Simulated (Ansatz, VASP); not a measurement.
One calculation of InP, two programs

File INCAR:

```
SYSTEM = InP
PREC = Accurate ; ENCUT = 520
EDIFF = 1E-7 ; ISMEAR = -1
SIGMA = 0.05 ; LREAL = .FALSE.
LASPH = .TRUE. ; NELM = 100
ALGO = Normal ; ISIF = 2
LWAVE = .FALSE. ; LCHARG = .FALSE.
GGA = PE ; NBANDS = 16
```

The input KPOINTS:

```
regular mesh
0
G
  13 13 13
  0 0 0
```

File POSCAR:

```
InP
1.0
    0.0000000000      2.5710974209      2.5710974209
    2.5710974209      0.0000000000      2.5710974209
    2.5710974209      2.5710974209      0.0000000000
In P
1 1
Direct
    0.0000000000      0.0000000000      0.0000000000
    0.5000000000      0.5000000000      0.5000000000
```

Input for Ansatz:

```yaml
crystal:
  lattice:
    - [0.0, 2.5710974209, 2.5710974209]
    - [2.5710974209, 0.0, 2.5710974209]
    - [2.5710974209, 2.5710974209, 0.0]
  atoms:
    - { symbol: In, position: [0.0, 0.0, 0.0] }
    - { symbol: P, position: [0.5, 0.5, 0.5] }
kpoints:
  mp_grid: { grid: [13, 13, 13] }
scf:
  occupations: { method: fermi_dirac, width: 0.05 }
hamiltonian:
  xc: pbe
  pseudopotentials: { kind: paw }
output:
  forces: true
  stress: true
  eigenvalues: true
  populations: true
```

Change from the starting cell: volume scaled by 0.8, PAW files.

Alike in both runs: task single point; functional PBE; k mesh 13 × 13 × 13; occupations fermi-dirac, width 0.05 eV; no spin polarisation.

|  | VASP | Ansatz |
| --- | --- | --- |
| version | VASP 6.6.1 | Ansatz 0.2.0 |
| potentials or method | VASP PAW PBE potentials, release 64 (In_d, P) | PAW with Ansatz's default frozen-core files, scalar-relativistic |
| plane-wave cutoff (eV) | 520 | 420 |
| valence electrons in the cell | 18 | 18 |

Ansatz gave:

```
pressure (GPa) : 28.0
```

Task: Estimate VASP's values.

Result: Pressure (GPa): 27.9.
